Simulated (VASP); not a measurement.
# Zn15S16 (a cell with a defect) in VASP: single point with PBE

Aim: the single point of Zn15S16 (a cell with a defect) with PBE.

Everything below comes from runs of VASP 6.6.1. Logs are shortened: lines on timing, memory, paths and dates and some standing lists are left out, and cuts for length are marked.

### Step 1. The cell of the first run

The cell holds a defect, 31 atoms: a = 9.426 Å, b = 9.426 Å, c = 9.426 Å, α = 109.47°, β = 109.47°, γ = 109.47°.

### Step 2. Single point, PBE (atoms taken out, then relaxed in part)

Input file INCAR:

```
SYSTEM = Zn15S16
PREC = Accurate ; ENCUT = 520
EDIFF = 1E-6 ; ISMEAR = 0
SIGMA = 0.01 ; LREAL = Auto
LASPH = .True. ; NELM = 80
ALGO = Fast ; ISIF = 2
LWAVE = .False. ; LCHARG = .False.
GGA = PE ; NBANDS = 159
```

Input file KPOINTS:

```
Automatic mesh
0
Gamma
  2 2 2
  0.5 0.5 0.5
```

Input file POSCAR:

```
Zn15S16
1.0
   -5.4423086076      5.4423086076     -5.4423086076
    5.4423086076     -5.4423086076     -5.4423086076
   -5.4423086076     -5.4423086076      5.4423086076
Zn S
15 16
Direct
    0.2514220057      0.2503616868      0.4960532890
    0.0005936143      0.2503490076      0.7506388619
    0.7469485852      0.0004619377      0.2508672085
    0.7456886873      0.2502638581      0.0013594780
    0.5010758369      0.0006165426      0.4969450897
    0.2546544014      0.0048554819      0.7548700431
    0.0006723703      0.7503681487      0.2507064666
    1.0046321437      1.0045147159      1.0041854350
    0.7496051889      0.7449220472      0.4995655946
    0.5006520296      0.7502819827      0.7506442611
    0.2503479759      0.4961948429      0.2500538793
    0.2551667096      0.7557078934      0.0050011107
   -0.0034138849      0.5000034234      0.5006366716
    0.7507473558      0.4999862053      0.7466725941
    0.5000908660      0.4956395046      0.0002855014
    0.5014186569      0.0003158650      0.2513017921
    0.2512147404      0.0007901436      0.5004450306
    0.0004438380     -0.0002394993      0.7503099893
    0.7500054437      0.7493723453      0.2502780254
    0.7504204854      0.0006899517      0.0010834761
    0.5003742307      0.7494908253      0.5000247182
    0.2508389981      0.7511365904      0.7511619448
   -0.0000941177      0.4999285385      0.2506869378
    0.0013182989      0.7511851975      0.0008920936
    0.7514187400      0.5003139912      0.5014461950
    0.5007562924      0.4998316815      0.7500138814
    0.2499368825      0.2503593230      0.2497456925
    0.2510517038      0.5009077311      0.0009212073
    0.0007220822      0.2503187428      0.5001575211
    0.7501993324      0.2503349048      0.7508009007
    0.4996394842      0.2502401161      0.0008289007
```

Potentials or basis: VASP PAW PBE potentials, release 64 (Zn, S).

Command:

```bash
> cat potpaw_PBE.64/Zn/POTCAR potpaw_PBE.64/S/POTCAR > POTCAR
> mpirun -np 1 vasp_std > vasp.out
```

OUTCAR:

```text
SYSTEM = Zn15S16
   PREC = Accurate
   ENCUT = 520
   EDIFF = 1E-6
   ISMEAR = 0
   LREAL = Auto
   LASPH = .True.
   NELM = 80
   ISIF = 2
   GGA = PE

 ion  position               nearest neighbor table
   1  0.251  0.250  0.496-  27 2.32  26 2.37  17 2.37  29 2.38
   2  0.001  0.250  0.751-  18 2.36  28 2.36  30 2.36  29 2.36
   3  0.747  0.000  0.251-  16 2.32  29 2.37  20 2.37  19 2.37
   4  0.746  0.250  0.001-  31 2.32  20 2.37  23 2.37  30 2.38
   5  0.501  0.001  0.497-  16 2.32  30 2.37  17 2.37  21 2.37
   6  0.255  0.005  0.755-  31 2.31  18 2.37  22 2.37  17 2.37
   7  0.001  0.750  0.251-  23 2.36  19 2.36  17 2.36  24 2.36
   8  0.005  0.005  0.004-  27 2.31  18 2.37  24 2.37  20 2.37
   9  0.750  0.745  0.500-  25 2.32  19 2.37  21 2.37  18 2.38
  10  0.501  0.750  0.751-  20 2.36  21 2.36  22 2.36  26 2.36
  11  0.250  0.496  0.250-  27 2.32  28 2.37  21 2.37  23 2.37
  12  0.255  0.756  0.005-  16 2.32  22 2.37  24 2.37  28 2.38
  13  0.997  0.500  0.501-  25 2.31  29 2.37  23 2.37  22 2.38
  14  0.751  0.500  0.747-  25 2.31  30 2.36  26 2.37  24 2.38
  15  0.500  0.496  0.000-  31 2.31  28 2.37  19 2.37  26 2.37
  16  0.501  0.000  0.251-   3 2.32   5 2.32  12 2.32
  17  0.251  0.001  0.500-   7 2.36   1 2.37   5 2.37   6 2.37
  18  0.000  1.000  0.750-   2 2.36   8 2.37   6 2.37   9 2.38
  19  0.750  0.749  0.250-   7 2.36   9 2.37  15 2.37   3 2.37
  20  0.750  0.001  0.001-  10 2.36   3 2.37   4 2.37   8 2.37
  21  0.500  0.749  0.500-  10 2.36   9 2.37  11 2.37   5 2.37
  22  0.251  0.751  0.751-  10 2.36  12 2.37   6 2.37  13 2.38
  23  1.000  0.500  0.251-   7 2.36  13 2.37   4 2.37  11 2.37
  24  0.001  0.751  0.001-   7 2.36  12 2.37   8 2.37  14 2.38
  25  0.751  0.500  0.501-  13 2.31  14 2.31   9 2.32
  26  0.501  0.500  0.750-  10 2.36   1 2.37  14 2.37  15 2.37
  27  0.250  0.250  0.250-   8 2.31  11 2.32   1 2.32
  28  0.251  0.501  0.001-   2 2.36  11 2.37  15 2.37  12 2.38
  29  0.001  0.250  0.500-   2 2.36  13 2.37   3 2.37   1 2.38
  30  0.750  0.250  0.751-   2 2.36  14 2.36   5 2.37   4 2.38
  31  0.500  0.250  0.001-  15 2.31   6 2.31   4 2.32

  LATTYP: Found a body centered cubic cell.
 ALAT       =    10.8846172152

  Lattice vectors:

 A1 = (  -5.4423086076,   5.4423086076,  -5.4423086076)
 A2 = (   5.4423086076,  -5.4423086076,  -5.4423086076)
 A3 = (  -5.4423086076,  -5.4423086076,   5.4423086076)

Analysis of symmetry for initial positions (statically):
=====================================================================
 Subroutine PRICEL returns:
 Original cell was already a primitive cell.

 Routine SETGRP: Setting up the symmetry group for a
 body centered cubic supercell.

 Subroutine GETGRP returns: Found  1 space group operations
 (whereof  1 operations were pure point group operations)
 out of a pool of 48 trial point group operations.

The static configuration has the point symmetry C_1 .

Analysis of symmetry for dynamics (positions and initial velocities):
=====================================================================
 Subroutine PRICEL returns:
 Original cell was already a primitive cell.

 Routine SETGRP: Setting up the symmetry group for a
 body centered cubic supercell.

 Subroutine GETGRP returns: Found  1 space group operations
 (whereof  1 operations were pure point group operations)
 out of a pool of 48 trial point group operations.

The dynamic configuration has the point symmetry C_1 .

 Subroutine INISYM returns: Found  1 space group operations
 (whereof  1 operations are pure point group operations),
 and found     1 'primitive' translations

----------------------------------------------------------------------------------------

                                     Primitive cell

  volume of cell :     644.7769

  direct lattice vectors                    reciprocal lattice vectors
    -5.442308608  5.442308608 -5.442308608    -0.091872776  0.000000000 -0.091872776
     5.442308608 -5.442308608 -5.442308608     0.000000000 -0.091872776 -0.091872776
    -5.442308608 -5.442308608  5.442308608    -0.091872776 -0.091872776  0.000000000

  length of vectors
     9.426355019  9.426355019  9.426355019     0.129927726  0.129927726  0.129927726

  position of ions in fractional coordinates (direct lattice)
     0.251422006  0.250361687  0.496053289
     0.000593614  0.250349008  0.750638862
     0.746948585  0.000461938  0.250867208
     0.745688687  0.250263858  0.001359478
     0.501075837  0.000616543  0.496945090
     0.254654401  0.004855482  0.754870043
[... 23 lines left out ...]
     0.750199332  0.250334905  0.750800901
     0.499639484  0.250240116  0.000828901

  ion indices of the primitive-cell ions
   primitive index   ion index
                 1           1
                 2           2
                 3           3
                 4           4
                 5           5
                 6           6
[... 23 lines left out ...]
                30          30
                31          31

----------------------------------------------------------------------------------------

 KPOINTS: Automatic mesh

Automatic generation of k-mesh.
 Grid dimensions read from file:
 generate k-points for:    2    2    2

 Generating k-lattice:

  Cartesian coordinates                     Fractional coordinates (reciprocal lattice)
    -0.045936388  0.000000000 -0.045936388     0.500000000  0.000000000  0.000000000
     0.000000000 -0.045936388 -0.045936388     0.000000000  0.500000000  0.000000000
    -0.045936388 -0.045936388  0.000000000     0.000000000  0.000000000  0.500000000

  Length of vectors
     0.064963863  0.064963863  0.064963863

  Shift w.r.t. Gamma in fractional coordinates (k-lattice)
     0.500000000  0.500000000  0.500000000

 Subroutine IBZKPT returns following result:
 ===========================================

 Found      4 irreducible k-points:

 Following reciprocal coordinates:
            Coordinates               Weight
  0.250000  0.250000  0.250000      2.000000
 -0.250000  0.250000  0.250000      2.000000
  0.250000 -0.250000  0.250000      2.000000
  0.250000  0.250000 -0.250000      2.000000
   k-points           NKPTS =      4   k-points in BZ     NKDIM =      4   number of bands    NBANDS=    159
   number of dos      NEDOS =    301   number of ions     NIONS =     31
   total plane-waves  NPLWV = 343000
   dimension x,y,z NGX =    70 NGY =   70 NGZ =   70
   dimension x,y,z NGXF=   140 NGYF=  140 NGZF=  140
   ions per type =              15  16
   NGX,Y,Z   is equivalent  to a cutoff of  12.35, 12.35, 12.35 a.u.
   NGXF,Y,Z  is equivalent  to a cutoff of  24.69, 24.69, 24.69 a.u.
 SYSTEM =  Zn15S16
   PREC   = accura    normal or accurate (medium, high low for compatibility)
   ISTART =      0    job   : 0-new  1-cont  2-samecut
   ICHARG =      2    charge: 1-file 2-atom 10-const
   ISPIN  =      1    spin polarized calculation?
   LNONCOLLINEAR =      F non collinear calculations
   LSORBIT =      F    spin-orbit coupling
   LASPH  =      T    aspherical Exc in radial PAW
   ENCUT  =  520.0 eV  38.22 Ry    6.18 a.u.  17.53 17.53 17.53*2*pi/ulx,y,z
   NELM   =     80;   NELMIN=  2; NELMDL= -5     # of ELM steps
   EDIFF  = 0.1E-05   stopping-criterion for ELM
   LREAL  =      T    real-space projection
   EDIFFG = 0.1E-04   stopping-criterion for IOM
   NSW    =      0    number of steps for IOM
   IBRION =     -1    ionic relax: 0-MD 1-quasi-New 2-CG
   NFREE  =      0    steps in history (QN), initial steepest desc. (CG)
   ISIF   =      2    stress and relaxation
   ISYM   =      2    0-nonsym 1-usesym 2-fastsym
   POTIM  = 0.5000    time-step for ionic-motion
   TEBEG  =    0.0;   TEEND  =   0.0 temperature during run
   PSTRESS=    0.0 pullay stress
   NELECT =     276.0000    total number of electrons
   NUPDOWN=      -1.0000    fix difference up-down
   EMIN   =  10.00;   EMAX   =-10.00  energy-range for DOS
   EFERMI =   0.00;   METHOD = LEGACY
   ISMEAR =     0;   SIGMA  =   0.01  broadening in eV -4-tet -1-fermi 0-gaus
   EFERMI_NEDOS =   21; number of points for ismear=-14 and -15
   IALGO  =     68    algorithm
   IMIX   =      4    mixing-type and parameters
     AMIX     =   0.40;   BMIX     =  1.00
     AMIX_MAG =   1.60;   BMIX_MAG =  1.00
  volume/ion in A,a.u.               =      20.80       140.36
  Fermi-wavevector in a.u.,A,eV,Ry     =   1.233790  2.331526 20.711313  1.522239
  Thomas-Fermi vector in A             =   2.368506
   LORBIT       =      0    0 simple, 1 ext, 2 COOP (PROOUT), +10 PAW based schemes
   GGA     = PE    functional components
   LHFCALC =     F    Hartree Fock is set to
   AEXX    =    0.0000 exact exchange contribution
   IVDW    =     0    specifies the selected vdW correction
   LEPSILON=     F    determine dielectric tensor
   LRPA    =     F    only Hartree local field effects (RPA)
 non-spin polarized calculation
 RMM-DIIS sequential band-by-band and
 Gauss-broadening in eV      SIGMA  =   0.01
  energy-cutoff  :      520.00
  volume of cell :      644.78
 maximum number of plane-waves:     17388
 NGX is ok and might be reduce to    70
   NGX = 35   NGY = 35   NGZ = 35

 number of electron     276.0000113 magnetization

 Free energy of the ion-electron system (eV)
  ---------------------------------------------------
  ext. energy  EPLUGINS =         0.00000000
  ---------------------------------------------------
  free energy    TOTEN  =      -104.23804713 eV

  energy without entropy =     -104.23295468  energy(sigma->0) =     -104.23550090

 E-fermi :   1.4693     XC(G=0):  -9.3779

 val. band max:        1.4639902125   @ k =  -0.2500   0.2500   0.2500
 cond. band min:       1.5007403160   @ k =   0.2500   0.2500   0.2500
 fundamental gap:      0.0367501035
 Fermi energy:         1.4693098331

 k-point     1 :       0.2500    0.2500    0.2500
  band No.  band energies     occupation
      1     -10.9046      2.00000
      2     -10.9042      2.00000
      3     -10.9027      2.00000
      4     -10.7326      2.00000
      5     -10.3170      2.00000
      6     -10.3164      2.00000
[... 142 lines left out ...]
    149       6.0418      0.00000
    150       6.1041      0.00000

 k-point     2 :      -0.2500    0.2500    0.2500
  band No.  band energies     occupation
      1     -11.1186      2.00000
      2     -10.7008      2.00000
      3     -10.6583      2.00000
      4     -10.6578      2.00000
      5     -10.5909      2.00000
      6     -10.4314      2.00000
[... 142 lines left out ...]
    149       6.3511      0.00000
    150       6.3962      0.00000

 k-point     3 :       0.2500   -0.2500    0.2500
  band No.  band energies     occupation
      1     -11.1186      2.00000
      2     -10.7023      2.00000
      3     -10.6583      2.00000
      4     -10.6577      2.00000
      5     -10.5888      2.00000
      6     -10.4316      2.00000
[... 142 lines left out ...]
    149       6.3570      0.00000
    150       6.3959      0.00000

 k-point     4 :       0.2500    0.2500   -0.2500
  band No.  band energies     occupation
      1     -11.1186      2.00000
      2     -10.7012      2.00000
      3     -10.6583      2.00000
      4     -10.6576      2.00000
      5     -10.5905      2.00000
      6     -10.4316      2.00000
[... 142 lines left out ...]
    149       6.3503      0.00000
    150       6.3983      0.00000
 [bands above 150 left out]

------------------------ aborting loop because EDIFF is reached ----------------------------------------

  FORCE on cell =-STRESS in cart. coord.  units (eV):
  Direction    XX          YY          ZZ          XY          YZ          ZX
  --------------------------------------------------------------------------------------
  -------------------------------------------------------------------------------------
  Total       -1.4571627     -1.7676926     -1.7928215      0.0027220     -0.0061373     -0.0080474
  in kB       -3.6208384     -4.3924603     -4.4549020      0.0067637     -0.0152502     -0.0199965
  external PRESSURE =      -4.1560669 kB  Pullay stress =       0.0000000 kB

 VOLUME and BASIS-vectors are now :
 -----------------------------------------------------------------------------
  energy-cutoff  :      520.00
  volume of cell :      644.78
      direct lattice vectors                 reciprocal lattice vectors
    -5.442308608  5.442308608 -5.442308608    -0.091872776  0.000000000 -0.091872776
     5.442308608 -5.442308608 -5.442308608     0.000000000 -0.091872776 -0.091872776
    -5.442308608 -5.442308608  5.442308608    -0.091872776 -0.091872776  0.000000000

 POSITION                                       TOTAL-FORCE (eV/Angst)
 -----------------------------------------------------------------------------------
     -2.70545     -2.69390     -0.03119         0.015102      0.005733     -0.003833
     -2.72596     -5.44445      2.71950         0.001629      0.001059     -0.001545
     -5.42791      2.69731     -2.70234         0.005362     -0.006139      0.012644
     -2.70365      2.68886     -5.41288         0.011399     -0.004698      0.004230
     -5.42818      0.01913     -0.02584         0.009480      0.013403     -0.004761
     -5.46772     -2.74875      2.69590        -0.003653      0.002450     -0.004021
[... 23 lines left out ...]
     -6.80651     -1.36567     -1.35913        -0.010213      0.007455     -0.004156
     -1.36182      1.35280     -4.07657        -0.027370     -0.002061      0.003432
 -----------------------------------------------------------------------------------
    total drift:                                0.020426      0.008482      0.004769

  FREE ENERGIE OF THE ION-ELECTRON SYSTEM (eV)
  ---------------------------------------------------
  free  energy   TOTEN  =      -104.2380471268 eV

  energy  without entropy=     -104.2329546773  energy(sigma->0) =     -104.23550090
```

Run time: 23 min. Hardware: 1 thread of Oxide Virtual Turin-like, shared host; peak memory 0.82 GiB.

What came out:

```yaml
Free_energy: -104.2380 eV
Pressure: -0.4 GPa
Largest_force: 0.033 eV/Å
Band_gap_on_the_k_mesh: zero (bands 138 and 139 overlap by 0.04 eV)
```

Forces on the atoms (eV/Å):
```
Zn   0.015  0.006 -0.004
Zn   0.002  0.001 -0.002
Zn   0.005 -0.006  0.013
Zn   0.011 -0.005  0.004
Zn   0.009  0.013 -0.005
Zn  -0.004  0.002 -0.004
Zn   0.002  0.000 -0.004
Zn  -0.009 -0.010 -0.003
Zn  -0.020  0.005  0.004
Zn   0.001  0.001  0.003
Zn  -0.007  0.005  0.011
Zn  -0.015 -0.005 -0.001
Zn   0.003 -0.013  0.002
Zn   0.005 -0.001 -0.015
Zn  -0.003  0.002 -0.001
S    0.016 -0.020 -0.014
S    0.000  0.003  0.008
S    0.010 -0.008 -0.005
S    0.002  0.000 -0.007
S    0.006  0.006  0.000
S    0.000 -0.009  0.001
S   -0.001  0.008 -0.006
S    0.003  0.003 -0.005
S    0.002 -0.001  0.011
S    0.027  0.014  0.013
S    0.003 -0.010 -0.002
S   -0.025  0.012 -0.013
S    0.007  0.010  0.011
S   -0.009 -0.007  0.011
S   -0.010  0.007 -0.004
S   -0.027 -0.002  0.003
```

Stress tensor (GPa, compression positive):
```
-0.36  0.00  0.00
 0.00 -0.44  0.00
 0.00  0.00 -0.45
```

Caveat: the k points lie up to 0.41 Å⁻¹ apart; the cell differs from its parent crystal (atoms taken out, then relaxed in part).
